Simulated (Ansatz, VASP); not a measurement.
# InP in VASP and in Ansatz

File POSCAR:

```
InP
1.0
    0.0000000000      3.0424012639      3.0424012639
    3.0424012639      0.0000000000      3.0424012639
    3.0424012639      3.0424012639      0.0000000000
In P
1 1
Direct
    0.0000000000      0.0000000000      0.0000000000
    0.2500000000      0.2500000000      0.2500000000
```

Contents of INCAR.step1:

```
PREC = Accurate ; ENCUT = 520
EDIFF = 1E-5 ; ISMEAR = -1
SIGMA = 0.02 ; LREAL = F
LASPH = T ; NELM = 80
ALGO = Normal ; ISIF = 2
LWAVE = T ; LCHARG = F
GGA = PE ; NBANDS = 16
```

INCAR.step2

```
PREC = Accurate ; ENCUT = 520
EDIFF = 1E-6 ; ISMEAR = -1
SIGMA = 0.02 ; LREAL = F
LASPH = T ; NELM = 80
ALGO = Normal ; ISIF = 2
LWAVE = F ; LCHARG = F
GGA = PE ; LHFCALC = T
HFSCREEN = 0.2079 ; PRECFOCK = Normal
ISTART = 1 ; NBANDS = 16
```

File KPOINTS:

```
Automatic mesh
0
Gamma
  6 6 6
```

Input for Ansatz:

```yaml
crystal:
  lattice:
    - [0.0, 3.0424012639, 3.0424012639]
    - [3.0424012639, 0.0, 3.0424012639]
    - [3.0424012639, 3.0424012639, 0.0]
  atoms:
    - { symbol: In, position: [0.0, 0.0, 0.0] }
    - { symbol: P, position: [0.25, 0.25, 0.25] }
kpoints:
  mp_grid: { grid: [6, 6, 6] }
  band_path:
    path:
      - [0.0, 0.0, 0.0]
      - [-0.5, -0.5, 0.0]
      - [-0.375, -0.375, 0.25]
      - [-0.375, 0.0, 0.375]
      - [0.0, 0.0, 0.5]
      - [-0.5, -0.25, 0.25]
    npoints: 1
hamiltonian:
  xc: hse06
scf:
  occupations: { method: fermi_dirac, width: 0.02 }
  n_extra_bands: 4
output:
  forces: true
  stress: true
  eigenvalues: true
```

Change from the starting cell: hydrostatic strain +3.0%.

Alike in both runs: task single point; functional HSE06; k mesh 6 × 6 × 6; occupations fermi-dirac, width 0.02 eV; no spin polarisation.

|  | VASP | Ansatz |
| --- | --- | --- |
| version | VASP 6.6.1 | Ansatz 0.2.0 |
| potentials or method | VASP PAW PBE potentials, release 64 (In_d, P) | plane waves, PAW |
| plane-wave cutoff (eV) | 520 | 420 |
| valence electrons in the cell | 18 | 18 |

Ansatz gave:

| Item | Value |
| --- | --- |
| gap on the k mesh at the Fermi level (eV) | 0.81 |
| pressure (GPa) | -5.2 |

Q: What did VASP give for the same quantities?

A: gap on the k mesh at the Fermi level (eV): 0.80; pressure (GPa): -5.3.

Ansatz's warnings: stress exchange threshold loose, stress scf threshold loose.
